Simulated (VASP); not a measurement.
# Ge (R-3) in VASP: a series of runs

Ge is run at these levels: PBEsol; tasks: single point.

Program: VASP 6.6.1. These are calculated values, not measurements. Logs are shortened: lines on timing, memory, paths and dates and some standing lists are left out, and cuts for length are marked.

**1. The cell of the first run**

The structure is trigonal, space group R-3 (No. 148). Conventional cell: a = 9.848 Å, b = 9.848 Å, c = 5.155 Å, α = 90.00°, β = 90.00°, γ = 120.00°. Ge (site symmetry 3) has 5 Ge at 2.23 to 2.93 Å within 3.0 Å. Ge (site symmetry 1) has 4 Ge at 2.32 to 2.48 Å within 3.1 Å.

**2. Single point, PBEsol**

INCAR reads:

```
PREC     = Accurate       # precision mode
ENCUT    = 520            # plane-wave cutoff, eV
EDIFF    = 1E-6           # SCF threshold, eV
ISMEAR   = 0              # smearing method
SIGMA    = 0.15           # smearing width, eV
LREAL    = F              # projectors in reciprocal space
LASPH    = T              # aspherical terms in the spheres
NELM     = 60             # most SCF steps
ALGO     = Fast           # electronic algorithm
ISIF     = 2              # what is computed and relaxed
LWAVE    = F              # write WAVECAR
LCHARG   = F              # write CHGCAR
GGA      = PS             # functional
NBANDS   = 66             # bands
```

KPOINTS reads:

```
Automatic mesh
0
Gamma
  9 9 9
```

POSCAR reads:

```
Ge
1.0
    4.9238848631      2.8428062512      1.7183666667
   -4.9238848631      2.8428062512      1.7183666667
    0.0000000000     -5.6856125024      1.7183666667
Ge
8
Direct
    0.7160166262      0.7160166262      0.7160166262
    0.2839833738      0.2839833738      0.2839833738
    0.0302911486      0.7262027915      0.5337905696
    0.5337905696      0.0302911486      0.7262027915
    0.7262027915      0.5337905696      0.0302911486
    0.9697088514      0.2737972085      0.4662094304
    0.4662094304      0.9697088514      0.2737972085
    0.2737972085      0.4662094304      0.9697088514
```

Potentials or basis: VASP PAW PBE potentials, release 64 (Ge_d).

Started as:

```sh
$ cat potpaw_PBE.64/Ge_d/POTCAR > POTCAR
$ mpirun -np 1 vasp_std > vasp.out
```

OUTCAR:

```text
PREC = Accurate
   ENCUT = 520
   EDIFF = 1E-6
   ISMEAR = 0
   LREAL = F
   LASPH = T
   NELM = 60
   ISIF = 2
   GGA = PS

 ion  position               nearest neighbor table
   1  0.716  0.716  0.716-   2 2.23   4 2.48   3 2.48   5 2.48
   2  0.284  0.284  0.284-   1 2.23   7 2.48   6 2.48   8 2.48
   3  0.030  0.726  0.534-   4 2.32   5 2.32   6 2.42   1 2.48
   4  0.534  0.030  0.726-   5 2.32   3 2.32   7 2.42   1 2.48
   5  0.726  0.534  0.030-   4 2.32   3 2.32   8 2.42   1 2.48
   6  0.970  0.274  0.466-   7 2.32   8 2.32   3 2.42   2 2.48
   7  0.466  0.970  0.274-   8 2.32   6 2.32   4 2.42   2 2.48
   8  0.274  0.466  0.970-   7 2.32   6 2.32   5 2.42   2 2.48

  LATTYP: Found a trigonal (rhomboedric) cell.
 ALAT       =     5.9396105536
 COS(alpha) =    -0.3744528097

  Lattice vectors:

 A1 = (   4.9238848631,   2.8428062512,   1.7183666667)
 A2 = (  -4.9238848631,   2.8428062512,   1.7183666667)
 A3 = (   0.0000000000,  -5.6856125024,   1.7183666667)

Analysis of symmetry for initial positions (statically):
=====================================================================
 Subroutine PRICEL returns:
 Original cell was already a primitive cell.

 Routine SETGRP: Setting up the symmetry group for a
 trigonal (rhombohedral) supercell.

 Subroutine GETGRP returns: Found  6 space group operations
 (whereof  6 operations were pure point group operations)
 out of a pool of 12 trial point group operations.

The static configuration has the point symmetry S_6 .

Analysis of symmetry for dynamics (positions and initial velocities):
=====================================================================
 Subroutine PRICEL returns:
 Original cell was already a primitive cell.

 Routine SETGRP: Setting up the symmetry group for a
 trigonal (rhombohedral) supercell.

 Subroutine GETGRP returns: Found  6 space group operations
 (whereof  6 operations were pure point group operations)
 out of a pool of 12 trial point group operations.

The dynamic configuration has the point symmetry S_6 .

 Subroutine INISYM returns: Found  6 space group operations
 (whereof  6 operations are pure point group operations),
 and found     1 'primitive' translations

----------------------------------------------------------------------------------------

                                     Primitive cell

  volume of cell :     144.3186

  direct lattice vectors                    reciprocal lattice vectors
     4.923884863  2.842806251  1.718366667     0.101545835  0.058627515  0.193982658
    -4.923884863  2.842806251  1.718366667    -0.101545835  0.058627515  0.193982658
     0.000000000 -5.685612502  1.718366667     0.000000000 -0.117255030  0.193982658

  length of vectors
     5.939610554  5.939610554  5.939610554     0.226667187  0.226667187  0.226667187

  position of ions in fractional coordinates (direct lattice)
     0.716016626  0.716016626  0.716016626
     0.283983374  0.283983374  0.283983374
     0.030291149  0.726202792  0.533790570
     0.533790570  0.030291149  0.726202792
     0.726202792  0.533790570  0.030291149
     0.969708851  0.273797208  0.466209430
     0.466209430  0.969708851  0.273797208
     0.273797208  0.466209430  0.969708851

  ion indices of the primitive-cell ions
   primitive index   ion index
                 1           1
                 2           2
                 3           3
                 4           4
                 5           5
                 6           6
                 7           7
                 8           8

----------------------------------------------------------------------------------------

 KPOINTS: Automatic mesh

Automatic generation of k-mesh.
 Grid dimensions read from file:
 generate k-points for:    9    9    9

 Generating k-lattice:

  Cartesian coordinates                     Fractional coordinates (reciprocal lattice)
     0.011282871  0.006514168  0.021553629     0.111111111 -0.000000000  0.000000000
    -0.011282871  0.006514168  0.021553629    -0.000000000  0.111111111  0.000000000
     0.000000000 -0.013028337  0.021553629     0.000000000  0.000000000  0.111111111

  Length of vectors
     0.025185243  0.025185243  0.025185243

  Shift w.r.t. Gamma in fractional coordinates (k-lattice)
     0.000000000  0.000000000  0.000000000

 Subroutine IBZKPT returns following result:
 ===========================================

 Found    125 irreducible k-points:

 Following reciprocal coordinates:
            Coordinates               Weight
  0.000000  0.000000  0.000000      1.000000
  0.111111  0.000000  0.000000      6.000000
  0.222222  0.000000  0.000000      6.000000
  0.333333  0.000000 -0.000000      6.000000
  0.444444  0.000000  0.000000      6.000000
  0.111111  0.111111  0.000000      6.000000
[... 16 lines left out ...]
  0.444444  0.222222  0.000000      6.000000
 -0.444444  0.000000 -0.222222      6.000000
 [... further k-points ...]
   k-points           NKPTS =    125   k-points in BZ     NKDIM =    125   number of bands    NBANDS=     66
   number of dos      NEDOS =    301   number of ions     NIONS =      8
   total plane-waves  NPLWV = 110592
   dimension x,y,z NGX =    48 NGY =   48 NGZ =   48
   dimension x,y,z NGXF=    96 NGYF=   96 NGZF=   96
   ions per type =               8
   NGX,Y,Z   is equivalent  to a cutoff of  13.43, 13.43, 13.43 a.u.
   NGXF,Y,Z  is equivalent  to a cutoff of  26.87, 26.87, 26.87 a.u.
 SYSTEM =  unknown system
   PREC   = accura    normal or accurate (medium, high low for compatibility)
   ISTART =      0    job   : 0-new  1-cont  2-samecut
   ICHARG =      2    charge: 1-file 2-atom 10-const
   ISPIN  =      1    spin polarized calculation?
   LNONCOLLINEAR =      F non collinear calculations
   LSORBIT =      F    spin-orbit coupling
   LASPH  =      T    aspherical Exc in radial PAW
   ENCUT  =  520.0 eV  38.22 Ry    6.18 a.u.  11.04 11.04 11.04*2*pi/ulx,y,z
   NELM   =     60;   NELMIN=  2; NELMDL= -5     # of ELM steps
   EDIFF  = 0.1E-05   stopping-criterion for ELM
   LREAL  =      F    real-space projection
[... 7 lines left out ...]
   TEBEG  =    0.0;   TEEND  =   0.0 temperature during run
   PSTRESS=    0.0 pullay stress
   NELECT =     112.0000    total number of electrons
   NUPDOWN=      -1.0000    fix difference up-down
   EMIN   =  10.00;   EMAX   =-10.00  energy-range for DOS
   EFERMI =   0.00;   METHOD = LEGACY
   ISMEAR =     0;   SIGMA  =   0.15  broadening in eV -4-tet -1-fermi 0-gaus
   EFERMI_NEDOS =   21; number of points for ismear=-14 and -15
   IALGO  =     68    algorithm
   IMIX   =      4    mixing-type and parameters
     AMIX     =   0.40;   BMIX     =  1.00
     AMIX_MAG =   1.60;   BMIX_MAG =  1.00
  volume/ion in A,a.u.               =      18.04       121.74
  Fermi-wavevector in a.u.,A,eV,Ry     =   1.504435  2.842970 30.794401  2.263325
  Thomas-Fermi vector in A             =   2.615415
   LORBIT       =      0    0 simple, 1 ext, 2 COOP (PROOUT), +10 PAW based schemes
   GGA     = PS    functional components
   LHFCALC =     F    Hartree Fock is set to
   AEXX    =    0.0000 exact exchange contribution
   IVDW    =     0    specifies the selected vdW correction
   LEPSILON=     F    determine dielectric tensor
   LRPA    =     F    only Hartree local field effects (RPA)
 non-spin polarized calculation
 RMM-DIIS sequential band-by-band and
 Gauss-broadening in eV      SIGMA  =   0.15
  energy-cutoff  :      520.00
  volume of cell :      144.32
 maximum number of plane-waves:      3914
 NGX is ok and might be reduce to    48
   NGX = 23   NGY = 23   NGZ = 23

 number of electron     112.0000001 magnetization

 Free energy of the ion-electron system (eV)
  ---------------------------------------------------
  ext. energy  EPLUGINS =         0.00000000
  ---------------------------------------------------
  free energy    TOTEN  =       -36.92535048 eV

  energy without entropy =      -36.90801194  energy(sigma->0) =      -36.91668121

 E-fermi :   6.8736     XC(G=0): -11.4406

 val. band max:        6.8484581857   @ k =  -0.4444   0.0000  -0.3333
 cond. band min:       6.8845445996   @ k =  -0.4444  -0.4444   0.3333
 fundamental gap:      0.0360864139
 Fermi energy:         6.8735853808

 k-point     1 :       0.0000    0.0000    0.0000
  band No.  band energies     occupation
      1     -18.0025      2.00000
      2     -17.9013      2.00000
      3     -17.9013      2.00000
      4     -17.8708      2.00000
      5     -17.8708      2.00000
      6     -17.8385      2.00000
[... 58 lines left out ...]
     65      12.9407      0.00000
     66      13.7681      0.00000

 k-point     2 :       0.1111    0.0000    0.0000
  band No.  band energies     occupation
      1     -17.9975      2.00000
      2     -17.9010      2.00000
      3     -17.8999      2.00000
      4     -17.8725      2.00000
      5     -17.8683      2.00000
      6     -17.8403      2.00000
[... 58 lines left out ...]
     65      12.6659      0.00000
     66      13.2976      0.00000

 k-point     3 :       0.2222    0.0000    0.0000
  band No.  band energies     occupation
      1     -17.9847      2.00000
      2     -17.9001      2.00000
      3     -17.8969      2.00000
      4     -17.8757      2.00000
      5     -17.8604      2.00000
      6     -17.8440      2.00000
[... 1438 lines left out ...]
     65      12.2535      0.00000
     66      13.1007      0.00000

 k-point    24 :      -0.4444    0.0000   -0.2222
  band No.  band energies     occupation
      1     -17.9715      2.00000
      2     -17.8998      2.00000
      3     -17.8919      2.00000
      4     -17.8784      2.00000
      5     -17.8475      2.00000
      6     -17.8210      2.00000
[... 58 lines left out ...]
     65      12.1246      0.00000
     66      12.6968      0.00000

 [... further k-points ...]

------------------------ aborting loop because EDIFF is reached ----------------------------------------

  FORCE on cell =-STRESS in cart. coord.  units (eV):
  Direction    XX          YY          ZZ          XY          YZ          ZX
  --------------------------------------------------------------------------------------
  -------------------------------------------------------------------------------------
  Total        6.0391792      6.0391792     27.5357242     -0.0000001      0.0000000      0.0000000
  in kB       67.0449787     67.0449787    305.6925429     -0.0000016      0.0000000      0.0000000
  external PRESSURE =     146.5941667 kB  Pullay stress =       0.0000000 kB

 VOLUME and BASIS-vectors are now :
 -----------------------------------------------------------------------------
  energy-cutoff  :      520.00
  volume of cell :      144.32
      direct lattice vectors                 reciprocal lattice vectors
     4.923884863  2.842806251  1.718366667     0.101545835  0.058627515  0.193982658
    -4.923884863  2.842806251  1.718366667    -0.101545835  0.058627515  0.193982658
     0.000000000 -5.685612502  1.718366667     0.000000000 -0.117255030  0.193982658

 POSITION                                       TOTAL-FORCE (eV/Angst)
 -----------------------------------------------------------------------------------
      0.00000      0.00000      3.69114         0.000000     -0.000000      2.693862
      0.00000      0.00000      1.46396         0.000000      0.000000     -2.693862
     -3.42659     -0.88436      2.21718        -0.320406     -1.146858      0.217531
      2.47917     -2.52533      2.21718         1.153411      0.295949      0.217531
      0.94742      3.40969      2.21718        -0.833005      0.850909      0.217531
      3.42659      0.88436      2.93792         0.320406      1.146858     -0.217531
     -2.47917      2.52533      2.93792        -1.153411     -0.295949     -0.217531
     -0.94742     -3.40969      2.93792         0.833005     -0.850909     -0.217531
 -----------------------------------------------------------------------------------
    total drift:                                0.000000      0.000000     -0.000000

  FREE ENERGIE OF THE ION-ELECTRON SYSTEM (eV)
  ---------------------------------------------------
  free  energy   TOTEN  =       -36.9253504760 eV

  energy  without entropy=      -36.9080119391  energy(sigma->0) =      -36.91668121
```

Wall time 29 min (1 thread of Oxide Virtual Turin-like, shared host); peak memory 0.83 GiB.

What came out:

* Free energy: -36.9254 eV
* Pressure: 14.7 GPa
* Largest force: 2.694 eV/Å
* Band gap on the k mesh: zero (bands 56 and 57 overlap by 0.40 eV)

Forces on the atoms (eV/Å):
```
Ge   0.000  0.000  2.694
Ge   0.000  0.000 -2.694
Ge  -0.320 -1.147  0.218
Ge   1.153  0.296  0.218
Ge  -0.833  0.851  0.218
Ge   0.320  1.147 -0.218
Ge  -1.153 -0.296 -0.218
Ge   0.833 -0.851 -0.218
```

Caveat: the stress differs along the axes, from 7 to 31 GPa; semilocal functionals underestimate gaps, and a narrow one can read as zero; the PAW data sets were made with another functional, which shifts forces and pressure a little.

**3. Single point, PBEsol**

This run uses another cell than the first one, of 18.50 Å³/atom.

INCAR reads:

```
SYSTEM = Ge
PREC = Accurate ; ENCUT = 520
EDIFF = 1E-6 ; ISMEAR = 0
SIGMA = 0.15 ; LREAL = .FALSE.
LASPH = .TRUE. ; NELM = 100
ALGO = Fast ; ISIF = 2
LWAVE = .FALSE. ; LCHARG = .FALSE.
GGA = PS ; NBANDS = 66
```

KPOINTS reads:

```
Automatic mesh
0
G
  9 9 9
  0 0 0
```

POSCAR: that of step 2 with these lines changed.

```diff
@@ -2,5 +2,5 @@
 1.0
-    4.9238848631      2.8428062512      1.7183666667
-   -4.9238848631      2.8428062512      1.7183666667
-    0.0000000000     -5.6856125024      1.7183666667
+    4.6777000000      2.7006713542      1.9526984758
+   -4.6777000000      2.7006713542      1.9526984758
+    0.0000000000     -5.4013427084      1.9526984758
 Ge
```

Potentials or basis: VASP PAW PBE potentials, release 64 (Ge_d).

Started as:

```sh
$ cat potpaw_PBE.64/Ge_d/POTCAR > POTCAR
$ mpirun -np 1 vasp_std > vasp.out
```

It took 32 min on 1 thread of Oxide Virtual Turin-like, shared host; peak memory 0.84 GiB.

Results (log left out):

* Free energy: -37.9929 eV
* Pressure: 9.8 GPa
* Largest force: 0.674 eV/Å
* Band gap on the k mesh: zero (bands 56 and 57 overlap by 0.59 eV)

Forces on the atoms (eV/Å):
```
Ge   0.000  0.000 -0.273
Ge   0.000  0.000  0.273
Ge  -0.188  0.574  0.298
Ge  -0.403 -0.450  0.298
Ge   0.591 -0.124  0.298
Ge   0.188 -0.574 -0.298
Ge   0.403  0.450 -0.298
Ge  -0.591  0.124 -0.298
```

Stress tensor (GPa, compression positive):
```
12.97  0.00  0.00
 0.00 12.97  0.00
 0.00  0.00  3.38
```

Levels at points of the mesh, in eV from the Fermi level:
| k point | band 54 | band 55 | band 56 | band 57 | band 58 | band 59 |
| --- | --- | --- | --- | --- | --- | --- |
| (0.00, 0.00, 0.00) | -1.51 | -1.51 | -0.90 | 1.59 | 1.92 | 1.92 |

Caveat: the stress differs along the axes, from 3 to 13 GPa; semilocal functionals underestimate gaps, and a narrow one can read as zero; the PAW data sets were made with another functional, which shifts forces and pressure a little.

**4. Single point, PBEsol**

This run uses another cell than the first one, of 24.12 Å³/atom.

INCAR reads:

```
SYSTEM = Ge
ALGO = Fast
EDIFF = 1E-7
ENCUT = 520
GGA = PS
ISIF = 2
ISMEAR = 0
KPAR = 4
LASPH = .True.
LCHARG = .False.
LREAL = .False.
LWAVE = .False.
NBANDS = 66
NELM = 80
PREC = Accurate
SIGMA = 0.15
```

KPOINTS reads:

```
k-points
0
Gamma
  9 9 9
  0 0 0
```

POSCAR: that of step 3 with these lines changed.

```diff
@@ -2,5 +2,5 @@
 1.0
-    4.6777000000      2.7006713542      1.9526984758
-   -4.6777000000      2.7006713542      1.9526984758
-    0.0000000000     -5.4013427084      1.9526984758
+    5.0470000000      2.9138868086      2.1870333333
+   -5.0470000000      2.9138868086      2.1870333333
+    0.0000000000     -5.8277736172      2.1870333333
 Ge
```

Started as:

```sh
$ cat potpaw_PBE.64/Ge_d/POTCAR > POTCAR
$ mpirun -np 4 vasp_std > vasp.out
```

Wall time 12 min (4 MPI ranks of Oxide Virtual Turin-like, shared host); peak memory 1 GiB.

The run converged. Its results:

```yaml
Free_energy: -37.4981 eV
Pressure: -7.5 GPa
Largest_force: 0.701 eV/Å
Band_gap_on_the_k_mesh: zero (bands 56 and 57 overlap by 0.65 eV)
```

Forces in eV/Å, atoms in the order of the input:
```
Ge   0.000  0.000 -0.701
Ge   0.000  0.000  0.701
Ge   0.212  0.138 -0.231
Ge  -0.225  0.114 -0.231
Ge   0.014 -0.252 -0.231
Ge  -0.212 -0.138  0.231
Ge   0.225 -0.114  0.231
Ge  -0.014  0.252  0.231
```

Stress tensor (GPa, compression positive):
```
 -5.29   0.00   0.00
  0.00  -5.29   0.00
  0.00   0.00 -11.84
```

Levels at points of the mesh, in eV from the Fermi level:
| k point | band 54 | band 55 | band 56 | band 57 | band 58 | band 59 |
| --- | --- | --- | --- | --- | --- | --- |
| (0.00, 0.00, 0.00) | -0.97 | -0.97 | -0.33 | 1.22 | 1.51 | 1.51 |

Caveat: the stress differs along the axes, from -12 to -5 GPa; semilocal functionals underestimate gaps, and a narrow one can read as zero; the PAW data sets were made with another functional, which shifts forces and pressure a little.

**5. Overview**

```tsv
cell	further INCAR settings	gap on the mesh (eV)	pressure (GPa)	largest force (eV/Å)
a = 5.940 Å, angles 112.0°, 8 atoms	ALGO = Fast; EDIFF = 1e-06; NBANDS = 66	none	14.7	2.69
a = 5.743 Å, angles 109.1°, 8 atoms	ALGO = Fast; EDIFF = 1e-06; NBANDS = 66	none	9.8	0.67
a = 6.225 Å, angles 108.4°, 8 atoms	ALGO = Fast; EDIFF = 1e-07; NBANDS = 66	none	-7.5	0.70
```

Alike in all rows: task single point; level PBEsol; potentials or basis VASP PAW PBE potentials, release 64 (Ge_d); no spin polarisation; k mesh 9 × 9 × 9; cutoff (eV) 520; smearing gaussian 0.15 eV.

Caveats: semilocal functionals underestimate gaps, and a narrow one can read as zero; the PAW data sets were made with another functional, which shifts forces and pressure a little; the stress differs along the axes, from 7 to 31 GPa (at least some runs); the stress differs along the axes, from 3 to 13 GPa (at least some runs); the stress differs along the axes, from -12 to -5 GPa (at least some runs).

Absolute energies hang on the potentials; compare differences alone.

The gap in the log of VASP goes by the Fermi energy; the results here count the filled bands.